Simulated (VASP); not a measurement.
Wanted: the native input for a VASP 6.6.1 run.

```yaml
Task: single point
Functional: PBE
Potentials_or_basis: VASP PAW PBE potentials, release 64 (Li_sv, Ag, C)
Cutoff: 520 eV
k_mesh: 6 × 6 × 4
Occupations: gaussian, width 0.1 eV
Spin: no spin polarisation
Dipole_correction: no
Further_INCAR_settings: ALGO = Normal; EDIFF = 1e-06; NBANDS = 27
```

The structure of LiAgC lies in POSCAR:

```
LiAgC
1.0
    4.1088050000      0.0000000000      0.0000000000
   -2.0544025000      3.5583295100      0.0000000000
    0.0000000000      0.0000000000      6.2538632500
Li Ag C
2 2 2
Direct
    0.0000000000      0.0000000000      0.5000000000
    0.0000000000      0.0000000000      0.0000000000
    0.6666666700      0.3333333300      0.2500000000
    0.3333333300      0.6666666700      0.7500000000
    0.6666666700      0.3333333300      0.7500000000
    0.3333333300      0.6666666700      0.2500000000
```

The cell was built from a structure type or drawn by symmetry, and may not be a known phase.

The input as run:

INCAR

```
ALGO     = Normal         # electronic algorithm
EDIFF    = 1E-6           # SCF threshold, eV
ENCUT    = 520            # plane-wave cutoff, eV
GGA      = PE             # functional
ISIF     = 2              # what is computed and relaxed
ISMEAR   = 0              # smearing method
LASPH    = T              # aspherical terms in the spheres
LCHARG   = F              # write CHGCAR
LREAL    = F              # projectors in reciprocal space
LWAVE    = F              # write WAVECAR
NBANDS   = 27             # bands
NELM     = 80             # most SCF steps
PREC     = Accurate       # precision mode
SIGMA    = 0.1            # smearing width, eV
```

KPOINTS

```
k-points
0
Gamma
  6 6 4
```

Potentials or basis: VASP PAW PBE potentials, release 64 (Li_sv, Ag, C).

The run is started by

```bash
$ cat potpaw_PBE.64/Li_sv/POTCAR potpaw_PBE.64/Ag/POTCAR potpaw_PBE.64/C/POTCAR > POTCAR
$ mpirun -np 1 vasp_std > vasp.out
```

Results of the run:

```yaml
Band_gap_on_the_k_mesh: zero (bands 18 and 19 overlap by 2.03 eV)
```

Wall time 61 s on 1 thread of AMD EPYC 7R13, on a shared host, peak memory 0.2 GiB.
